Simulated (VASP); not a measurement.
# Se (Fm-3m) in VASP: a series of runs

Se is run at these levels: RPBE; tasks: single point.

Everything below comes from runs of VASP 6.6.1. Logs are shortened: lines on timing, memory, paths and dates and some standing lists are left out, and cuts for length are marked.

## 1. The cell of the first run

Symmetry: Fm-3m, No. 225, cubic system. Conventional cell: a = 4.381 Å, b = 4.381 Å, c = 4.381 Å, α = 90.00°, β = 90.00°, γ = 90.00°. Within 4.1 Å of Se (site symmetry m-3m) lie 12 Se at 3.10 Å.

This isn't the form of Se at room conditions, which is trigonal, of chains.

## 2. Single point, RPBE

INCAR

```
ALGO = Normal ; EDIFF = 1E-6
ENCUT = 520 ; GGA = RP
ISIF = 2 ; ISMEAR = -1
LASPH = True ; LCHARG = False
LREAL = False ; LWAVE = False
NBANDS = 9 ; NELM = 100
PREC = Accurate ; SIGMA = 0.1
```

KPOINTS

```
k-points
0
Gamma
  12 12 12
```

POSCAR

```
Se
1.0
    0.0000000000      2.1904663545      2.1904663545
    2.1904663545      0.0000000000      2.1904663545
    2.1904663545      2.1904663545      0.0000000000
Se
1
Direct
    0.0000000000      0.0000000000      0.0000000000
```

Potentials or basis: VASP PAW PBE potentials, release 64 (Se).

Started as:

```sh
$ cat potpaw_PBE.64/Se/POTCAR > POTCAR
$ mpirun -np 1 vasp_std > vasp.out
```

OUTCAR:

```text
EDIFF = 1E-6
   ENCUT = 520
   GGA = RP
   ISIF = 2
   ISMEAR = -1
   LASPH = True
   LREAL = False
   NELM = 100
   PREC = Accurate

 ion  position               nearest neighbor table
   1  0.000  0.000  0.000-

  LATTYP: Found a face centered cubic cell.
 ALAT       =     4.3809327090

  Lattice vectors:

 A1 = (   0.0000000000,   2.1904663545,   2.1904663545)
 A2 = (   2.1904663545,   0.0000000000,   2.1904663545)
 A3 = (   2.1904663545,   2.1904663545,   0.0000000000)

Analysis of symmetry for initial positions (statically):
=====================================================================
 Subroutine PRICEL returns:
 Original cell was already a primitive cell.

 Routine SETGRP: Setting up the symmetry group for a
 face centered cubic supercell.

 Subroutine GETGRP returns: Found 48 space group operations
 (whereof 48 operations were pure point group operations)
 out of a pool of 48 trial point group operations.

The static configuration has the point symmetry O_h .

Analysis of symmetry for dynamics (positions and initial velocities):
=====================================================================
 Subroutine PRICEL returns:
 Original cell was already a primitive cell.

 Routine SETGRP: Setting up the symmetry group for a
 face centered cubic supercell.

 Subroutine GETGRP returns: Found 48 space group operations
 (whereof 48 operations were pure point group operations)
 out of a pool of 48 trial point group operations.

The dynamic configuration has the point symmetry O_h .

 Subroutine INISYM returns: Found 48 space group operations
 (whereof 48 operations are pure point group operations),
 and found     1 'primitive' translations

----------------------------------------------------------------------------------------

                                     Primitive cell

  volume of cell :      21.0203

  direct lattice vectors                    reciprocal lattice vectors
     0.000000000  2.190466354  2.190466354    -0.228261895  0.228261895  0.228261895
     2.190466354  0.000000000  2.190466354     0.228261895 -0.228261895  0.228261895
     2.190466354  2.190466354  0.000000000     0.228261895  0.228261895 -0.228261895

  length of vectors
     3.097787226  3.097787226  3.097787226     0.395361199  0.395361199  0.395361199

  position of ions in fractional coordinates (direct lattice)
     0.000000000  0.000000000  0.000000000

  ion indices of the primitive-cell ions
   primitive index   ion index
                 1           1

----------------------------------------------------------------------------------------

 KPOINTS: k-points

Automatic generation of k-mesh.
 Grid dimensions read from file:
 generate k-points for:   12   12   12

 Generating k-lattice:

  Cartesian coordinates                     Fractional coordinates (reciprocal lattice)
    -0.019021825  0.019021825  0.019021825     0.083333333  0.000000000  0.000000000
     0.019021825 -0.019021825  0.019021825     0.000000000  0.083333333  0.000000000
     0.019021825  0.019021825 -0.019021825     0.000000000  0.000000000  0.083333333

  Length of vectors
     0.032946767  0.032946767  0.032946767

  Shift w.r.t. Gamma in fractional coordinates (k-lattice)
     0.000000000  0.000000000  0.000000000

 Subroutine IBZKPT returns following result:
 ===========================================

 Found     72 irreducible k-points:

 Following reciprocal coordinates:
            Coordinates               Weight
  0.000000  0.000000  0.000000      1.000000
  0.083333  0.000000  0.000000      8.000000
  0.166667  0.000000  0.000000      8.000000
  0.250000  0.000000  0.000000      8.000000
  0.333333  0.000000  0.000000      8.000000
  0.416667  0.000000  0.000000      8.000000
[... 16 lines left out ...]
  0.500000  0.166667  0.000000     24.000000
 -0.416667  0.166667  0.000000     24.000000
 [... further k-points ...]
   k-points           NKPTS =     72   k-points in BZ     NKDIM =     72   number of bands    NBANDS=      9
   number of dos      NEDOS =    301   number of ions     NIONS =      1
   total plane-waves  NPLWV =  13824
   dimension x,y,z NGX =    24 NGY =   24 NGZ =   24
   dimension x,y,z NGXF=    48 NGYF=   48 NGZF=   48
   ions per type =               1
   NGX,Y,Z   is equivalent  to a cutoff of  12.88, 12.88, 12.88 a.u.
   NGXF,Y,Z  is equivalent  to a cutoff of  25.76, 25.76, 25.76 a.u.
 SYSTEM =  unknown system
   PREC   = accura    normal or accurate (medium, high low for compatibility)
   ISTART =      0    job   : 0-new  1-cont  2-samecut
   ICHARG =      2    charge: 1-file 2-atom 10-const
   ISPIN  =      1    spin polarized calculation?
   LNONCOLLINEAR =      F non collinear calculations
   LSORBIT =      F    spin-orbit coupling
   LASPH  =      T    aspherical Exc in radial PAW
   ENCUT  =  520.0 eV  38.22 Ry    6.18 a.u.   5.76  5.76  5.76*2*pi/ulx,y,z
   NELM   =    100;   NELMIN=  2; NELMDL= -5     # of ELM steps
   EDIFF  = 0.1E-05   stopping-criterion for ELM
   LREAL  =      F    real-space projection
   EDIFFG = 0.1E-04   stopping-criterion for IOM
   NSW    =      0    number of steps for IOM
   IBRION =     -1    ionic relax: 0-MD 1-quasi-New 2-CG
   NFREE  =      0    steps in history (QN), initial steepest desc. (CG)
   ISIF   =      2    stress and relaxation
   ISYM   =      2    0-nonsym 1-usesym 2-fastsym
   POTIM  = 0.5000    time-step for ionic-motion
   TEBEG  =    0.0;   TEEND  =   0.0 temperature during run
   PSTRESS=    0.0 pullay stress
   NELECT =       6.0000    total number of electrons
   NUPDOWN=      -1.0000    fix difference up-down
   EMIN   =  10.00;   EMAX   =-10.00  energy-range for DOS
   EFERMI =   0.00;   METHOD = LEGACY
   ISMEAR =    -1;   SIGMA  =   0.10  broadening in eV -4-tet -1-fermi 0-gaus
   EFERMI_NEDOS =   21; number of points for ismear=-14 and -15
   IALGO  =     38    algorithm
   IMIX   =      4    mixing-type and parameters
     AMIX     =   0.40;   BMIX     =  1.00
     AMIX_MAG =   1.60;   BMIX_MAG =  1.00
  volume/ion in A,a.u.               =      21.02       141.85
  Fermi-wavevector in a.u.,A,eV,Ry     =   1.077900  2.036937 15.808193  1.161869
  Thomas-Fermi vector in A             =   2.213825
   LORBIT       =      0    0 simple, 1 ext, 2 COOP (PROOUT), +10 PAW based schemes
   GGA     = RP    functional components
   LHFCALC =     F    Hartree Fock is set to
   AEXX    =    0.0000 exact exchange contribution
   IVDW    =     0    specifies the selected vdW correction
   LEPSILON=     F    determine dielectric tensor
   LRPA    =     F    only Hartree local field effects (RPA)
 non-spin polarized calculation
  energy-cutoff  :      520.00
  volume of cell :       21.02
 maximum number of plane-waves:       588
   NGX = 11   NGY = 11   NGZ = 11

 number of electron       6.0000000 magnetization

 Free energy of the ion-electron system (eV)
  ---------------------------------------------------
  ext. energy  EPLUGINS =         0.00000000
  ---------------------------------------------------
  free energy    TOTEN  =        -2.37590570 eV

  energy without entropy =       -2.34416361  energy(sigma->0) =       -2.36003465

 E-fermi :   5.1034     XC(G=0): -10.3907

 val. band max:        5.0827753683   @ k =   0.1667   0.0000   0.0000
 cond. band min:       5.1100658252   @ k =   0.4167   0.1667   0.0833
 fundamental gap:      0.0272904569
 Fermi energy:         5.1034135217

 k-point     1 :       0.0000    0.0000    0.0000
  band No.  band energies     occupation
      1     -10.6331      2.00000
      2       7.9742      0.00000
      3       7.9742      0.00000
      4       7.9742      0.00000
      5      15.8690      0.00000
      6      17.0574      0.00000
      7      17.0574      0.00000
      8      17.0574      0.00000
      9      20.5524      0.00000

 k-point     2 :       0.0833    0.0000    0.0000
  band No.  band energies     occupation
      1     -10.5011      2.00000
      2       7.0657      0.00000
      3       7.8688      0.00000
      4       7.8688      0.00000
      5      16.0488      0.00000
      6      16.9860      0.00000
      7      17.3026      0.00000
      8      17.3026      0.00000
      9      21.7057      0.00000

 k-point     3 :       0.1667    0.0000    0.0000
  band No.  band energies     occupation
      1     -10.1125      2.00000
      2       5.0828      1.10283
      3       7.6060      0.00000
      4       7.6060      0.00000
      5      15.1820      0.00000
      6      17.7318      0.00000
      7      17.7318      0.00000
      8      18.5362      0.00000
      9      20.8382      0.00000

 k-point     4 :       0.2500    0.0000    0.0000
  band No.  band energies     occupation
      1      -9.4953      2.00000
      2       2.8744      2.00000
      3       7.2935      0.00000
      4       7.2935      0.00000
      5      14.4070      0.00000
      6      17.5081      0.00000
      7      17.5081      0.00000
      8      20.1259      0.00000
      9      21.3599      0.00000
[... 205 lines left out ...]
 k-point    22 :       0.4167    0.1667    0.0000
  band No.  band energies     occupation
      1      -8.0544      2.00000
      2       0.5933      2.00000
      3       5.1691      0.68271
      4       5.8884      0.00078
      5      13.3730      0.00000
      6      16.1916      0.00000
      7      18.7960      0.00000
      8      19.2853      0.00000
      9      23.8033      0.00000

 k-point    23 :       0.5000    0.1667    0.0000
  band No.  band energies     occupation
      1      -7.4264      2.00000
      2      -0.5675      2.00000
      3       4.6341      1.98186
      4       5.9819      0.00031
      5      13.3441      0.00000
      6      16.3894      0.00000
      7      18.1418      0.00000
      8      20.7936      0.00000
      9      23.5099      0.00000

 k-point    24 :      -0.4167    0.1667    0.0000
  band No.  band energies     occupation
      1      -7.3208      2.00000
      2      -0.7383      2.00000
      3       4.2808      1.99947
      4       6.2586      0.00002
      5      13.6674      0.00000
      6      16.3635      0.00000
      7      17.7411      0.00000
      8      22.0159      0.00000
      9      23.8152      0.00000

 [... further k-points ...]

------------------------ aborting loop because EDIFF is reached ----------------------------------------

  FORCE on cell =-STRESS in cart. coord.  units (eV):
  Direction    XX          YY          ZZ          XY          YZ          ZX
  --------------------------------------------------------------------------------------
  -------------------------------------------------------------------------------------
  Total       -0.0108300     -0.0108300     -0.0108300     -0.0000000     -0.0000000      0.0000000
  in kB       -0.8254667     -0.8254667     -0.8254667     -0.0000000     -0.0000000      0.0000000
  external PRESSURE =      -0.8254667 kB  Pullay stress =       0.0000000 kB

 VOLUME and BASIS-vectors are now :
 -----------------------------------------------------------------------------
  energy-cutoff  :      520.00
  volume of cell :       21.02
      direct lattice vectors                 reciprocal lattice vectors
     0.000000000  2.190466354  2.190466354    -0.228261895  0.228261895  0.228261895
     2.190466354  0.000000000  2.190466354     0.228261895 -0.228261895  0.228261895
     2.190466354  2.190466354  0.000000000     0.228261895  0.228261895 -0.228261895

 POSITION                                       TOTAL-FORCE (eV/Angst)
 -----------------------------------------------------------------------------------
      0.00000      0.00000      0.00000         0.000000      0.000000      0.000000
 -----------------------------------------------------------------------------------
    total drift:                                0.000000      0.000000     -0.000000

  FREE ENERGIE OF THE ION-ELECTRON SYSTEM (eV)
  ---------------------------------------------------
  free  energy   TOTEN  =        -2.3759056973 eV

  energy  without entropy=       -2.3441636084  energy(sigma->0) =       -2.36003465
```

It took 8.9 s on 1 thread of Intel Xeon 8259CL, shared host; peak memory 0.14 GiB.

Results:

```
Free energy            : -2.3759 eV
Pressure               : -0.1 GPa
Band gap on the k mesh : zero (bands 3 and 4 overlap by 4.96 eV)
```

Caveat: the PAW data sets were made with another functional, which shifts forces and pressure a little.

## 3. Single point, RPBE (18.50 Å³/atom)

This run uses another cell than the first one, of 18.50 Å³/atom.

INCAR

```
SYSTEM = Se
PREC     = Accurate       ! precision mode
ENCUT    = 520            ! plane-wave cutoff, eV
EDIFF    = 1E-6           ! SCF threshold, eV
ISMEAR   = -1             ! smearing method
SIGMA    = 0.1            ! smearing width, eV
LREAL    = .FALSE.        ! projectors in reciprocal space
LASPH    = .TRUE.         ! aspherical terms in the spheres
NELM     = 80             ! most SCF steps
ALGO     = Normal         ! electronic algorithm
ISIF     = 2              ! what is computed and relaxed
LWAVE    = .FALSE.        ! write WAVECAR
LCHARG   = .FALSE.        ! write CHGCAR
GGA      = RP             ! functional
NBANDS   = 9              ! bands
```

KPOINTS

```
regular mesh
0
G
  14 14 14
  0 0 0
```

POSCAR

```
Se
1.0
    0.0000000000      2.0990887974      2.0990887974
    2.0990887974      0.0000000000      2.0990887974
    2.0990887974      2.0990887974      0.0000000000
Se
1
Direct
    0.0000000000      0.0000000000      0.0000000000
```

Potentials or basis: VASP PAW PBE potentials, release 64 (Se).

Started as:

```sh
$ cat potpaw_PBE.64/Se/POTCAR > POTCAR
$ mpirun -np 1 vasp_std > vasp.out
```

OUTCAR:

```text
SYSTEM = Se
   PREC = Accurate
   ENCUT = 520
   EDIFF = 1E-6
   ISMEAR = -1
   LREAL = .FALSE.
   LASPH = .TRUE.
   NELM = 80
   ISIF = 2
   GGA = RP

 ion  position               nearest neighbor table
   1  0.000  0.000  0.000-

  LATTYP: Found a face centered cubic cell.
 ALAT       =     4.1981775948

  Lattice vectors:

 A1 = (   0.0000000000,   2.0990887974,   2.0990887974)
 A2 = (   2.0990887974,   0.0000000000,   2.0990887974)
 A3 = (   2.0990887974,   2.0990887974,   0.0000000000)

Analysis of symmetry for initial positions (statically):
=====================================================================
 Subroutine PRICEL returns:
 Original cell was already a primitive cell.

 Routine SETGRP: Setting up the symmetry group for a
 face centered cubic supercell.

 Subroutine GETGRP returns: Found 48 space group operations
 (whereof 48 operations were pure point group operations)
 out of a pool of 48 trial point group operations.

The static configuration has the point symmetry O_h .

Analysis of symmetry for dynamics (positions and initial velocities):
=====================================================================
 Subroutine PRICEL returns:
 Original cell was already a primitive cell.

 Routine SETGRP: Setting up the symmetry group for a
 face centered cubic supercell.

 Subroutine GETGRP returns: Found 48 space group operations
 (whereof 48 operations were pure point group operations)
 out of a pool of 48 trial point group operations.

The dynamic configuration has the point symmetry O_h .

 Subroutine INISYM returns: Found 48 space group operations
 (whereof 48 operations are pure point group operations),
 and found     1 'primitive' translations

----------------------------------------------------------------------------------------

                                     Primitive cell

[... 109 lines left out ...]
  volume/ion in A,a.u.               =      18.50       124.83
  Fermi-wavevector in a.u.,A,eV,Ry     =   1.124824  2.125608 17.214475  1.265228
  Thomas-Fermi vector in A             =   2.261498
   LORBIT       =      0    0 simple, 1 ext, 2 COOP (PROOUT), +10 PAW based schemes
   GGA     = RP    functional components
   LHFCALC =     F    Hartree Fock is set to
   AEXX    =    0.0000 exact exchange contribution
   IVDW    =     0    specifies the selected vdW correction
   LEPSILON=     F    determine dielectric tensor
   LRPA    =     F    only Hartree local field effects (RPA)
 non-spin polarized calculation
  energy-cutoff  :      520.00
  volume of cell :       18.50
 maximum number of plane-waves:       531
 NGX is ok and might be reduce to    24
   NGX = 11   NGY = 11   NGZ = 11

 number of electron       6.0000000 magnetization

 Free energy of the ion-electron system (eV)
  ---------------------------------------------------
  ext. energy  EPLUGINS =         0.00000000
  ---------------------------------------------------
  free energy    TOTEN  =        -2.30141615 eV

  energy without entropy =       -2.27253429  energy(sigma->0) =       -2.28697522

 E-fermi :   6.7117     XC(G=0): -11.0034

 val. band max:        6.7092147820   @ k =   0.3571   0.2143   0.0000
 cond. band min:       6.7584392154   @ k =   0.3571   0.2857   0.0000
 fundamental gap:      0.0492244333
 Fermi energy:         6.7116803705

 k-point     1 :       0.0000    0.0000    0.0000
  band No.  band energies     occupation
      1     -10.2158      2.00000
      2      10.2572      0.00000
      3      10.2572      0.00000
      4      10.2572      0.00000
      5      18.8772      0.00000
      6      18.8772      0.00000
      7      18.8772      0.00000
      8      19.1438      0.00000
      9      22.3316      0.00000
[... 265 lines left out ...]
 k-point    24 :       0.2857    0.1429    0.0000
  band No.  band energies     occupation
      1      -8.6017      2.00000
      2       4.7219      2.00000
      3       8.1504      0.00000
      4       8.2921      0.00000
      5      15.8381      0.00000
      6      17.7014      0.00000
      7      20.8487      0.00000
      8      21.6173      0.00000
      9      26.0723      0.00000

 [... further k-points ...]

------------------------ aborting loop because EDIFF is reached ----------------------------------------

  FORCE on cell =-STRESS in cart. coord.  units (eV):
  Direction    XX          YY          ZZ          XY          YZ          ZX
  --------------------------------------------------------------------------------------
  -------------------------------------------------------------------------------------
  Total        1.1897423      1.1897423      1.1897423      0.0000000      0.0000000      0.0000000
  in kB      103.0483549    103.0483549    103.0483549      0.0000000      0.0000000      0.0000000
  external PRESSURE =     103.0483549 kB  Pullay stress =       0.0000000 kB

 VOLUME and BASIS-vectors are now :
 -----------------------------------------------------------------------------
  energy-cutoff  :      520.00
  volume of cell :       18.50
      direct lattice vectors                 reciprocal lattice vectors
     0.000000000  2.099088797  2.099088797    -0.238198594  0.238198594  0.238198594
     2.099088797  0.000000000  2.099088797     0.238198594 -0.238198594  0.238198594
     2.099088797  2.099088797  0.000000000     0.238198594  0.238198594 -0.238198594

 POSITION                                       TOTAL-FORCE (eV/Angst)
 -----------------------------------------------------------------------------------
      0.00000      0.00000      0.00000         0.000000      0.000000      0.000000
 -----------------------------------------------------------------------------------
    total drift:                                0.000000     -0.000000     -0.000000

  FREE ENERGIE OF THE ION-ELECTRON SYSTEM (eV)
  ---------------------------------------------------
  free  energy   TOTEN  =        -2.3014161508 eV

  energy  without entropy=       -2.2725342876  energy(sigma->0) =       -2.28697522
```

Run time: 14 s. Hardware: 1 thread of Intel Xeon 8259CL, shared host; peak memory 0.14 GiB.

What came out:

* Free energy: -2.3014 eV
* Pressure: 10.3 GPa
* Band gap on the k mesh: zero (bands 3 and 4 overlap by 6.12 eV)

Levels at points of the mesh, in eV from the Fermi level:
```csv
k point,band 1,band 2,band 3,band 4,band 5,band 6,band 7,band 8
"(0.00, 0.00, 0.00)",-16.93,3.55,3.55,3.55,12.17,12.17,12.17,12.43
"(0.50, 0.00, 0.00)",-13.16,-7.52,2.08,2.08,8.85,11.20,11.20,14.30
"(0.50, 0.50, 0.00)",-11.64,-6.55,-0.90,-0.90,4.78,5.61,23.72,25.20
```

Caveat: the cell stands under pressure; the PAW data sets were made with another functional, which shifts forces and pressure a little.

(Part 1 of 2 ends here.)
